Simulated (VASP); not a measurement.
Here is a VASP 6.6.1 calculation.

File INCAR:

```
SYSTEM = SrO
ALGO = Normal
EDIFF = 1E-6
ENCUT = 520
GGA = PE
GGA_COMPAT = .False.
ISIF = 2
ISMEAR = -1
LASPH = .True.
LCHARG = .False.
LORBIT = 11
LORBMOM = .True.
LREAL = .False.
LSORBIT = .True.
LWAVE = .False.
MAGMOM = 0 0 0 0 0 0
NBANDS = 28
NELM = 150
PREC = Accurate
SIGMA = 0.05
```

The input KPOINTS:

```
k-points
0
Gamma
  9 9 9
  0 0 0
```

Contents of POSCAR:

```
SrO
1.0
    0.0000000000      2.5832958595      2.5832958595
    2.5832958595      0.0000000000      2.5832958595
    2.5832958595      2.5832958595      0.0000000000
Sr O
1 1
Direct
    0.5000000000      0.5000000000      0.5000000000
    0.0000000000      0.0000000000      0.0000000000
```

Potentials or basis: VASP PAW PBE potentials, release 64 (Sr_sv, O).

Command:

```sh
$ cat potpaw_PBE.64/Sr_sv/POTCAR potpaw_PBE.64/O/POTCAR > POTCAR
$ mpirun -np 1 vasp_ncl > vasp.out
```

Question: Predict the pressure.

Answer: 2.0 GPa.

Question: Estimate the net moment.

Answer: 0.00 μB per cell.

Moments on the atoms (μB; x, y, z):
```
Sr  0.00 0.00 0.00
O   0.00 0.00 0.00
```
